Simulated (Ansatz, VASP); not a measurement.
Sb: VASP beside Ansatz

File POSCAR:

```
Sb
1.0
    3.3359083267      0.0000000000      0.0000000000
    0.0000000000      3.3359083267      0.0000000000
    0.0000000000      0.0000000000      2.8355220777
Sb
1
Direct
    0.0000000000      0.0000000000      0.0000000000
```

Contents of INCAR.step1:

```
PREC = Accurate ; ENCUT = 520
ISMEAR = 0 ; SIGMA = 0.15
LREAL = F ; LASPH = T
NELM = 80 ; NBANDS = 8
GGA = PE ; ALGO = Normal
EDIFF = 1E-4 ; LWAVE = T
LCHARG = F
```

File INCAR.step2:

```
PREC = Accurate ; ENCUT = 520
EDIFF = 1E-6 ; ISMEAR = 0
SIGMA = 0.15 ; LREAL = F
LASPH = T ; NELM = 80
ALGO = Normal ; ISIF = 2
LWAVE = F ; LCHARG = F
METAGGA = R2SCAN ; LMIXTAU = T
NBANDS = 8 ; ISTART = 1
```

KPOINTS

```
Automatic mesh
0
Gamma
  16 16 16
```

Input for Ansatz:

```yaml
crystal:
  lattice:
    - [3.3359083267, 0.0, 0.0]
    - [0.0, 3.3359083267, 0.0]
    - [0.0, 0.0, 2.8355220777]
  atoms:
    - { symbol: Sb, position: [0.0, 0.0, 0.0] }
basis:
  ecutwfc: 500
kpoints:
  mp_grid: { grid: [16, 16, 16] }
hamiltonian:
  xc: r2scan
scf:
  occupations: { method: gaussian, width: 0.15 }
output:
  forces: true
  stress: true
  eigenvalues: true
```

Alike in both runs: task single point; functional r2SCAN; k mesh 16 × 16 × 16; occupations gaussian, width 0.15 eV; no spin polarisation.

|  | VASP | Ansatz |
| --- | --- | --- |
| version | VASP 6.6.1 | Ansatz 0.2.0 |
| potentials or method | VASP PAW PBE potentials, release 64 (Sb), cutoff 520 eV | scalar-relativistic, plane waves, PAW |
| valence electrons in the cell | 5 | 15 |

VASP gave:

- gap on the k mesh at the Fermi level (eV): none
- pressure (GPa): -0.6
- traceless stress, the component that is largest in VASP (GPa): 14.46

**Question.** What did Ansatz give for the same quantities?

**Answer.** gap on the k mesh at the Fermi level (eV): none; pressure (GPa): -0.7; traceless stress, the component that is largest in VASP (GPa): 14.33.

VASP's potentials were made for PBE, not for r2SCAN. A gap of «none» marks a metal or a gap that the smearing closes. VASP's potentials hold 5 valence electrons a cell and Ansatz's 15, so a difference there can come from the potentials and not from the codes.

Neither program's run includes spin-orbit coupling.
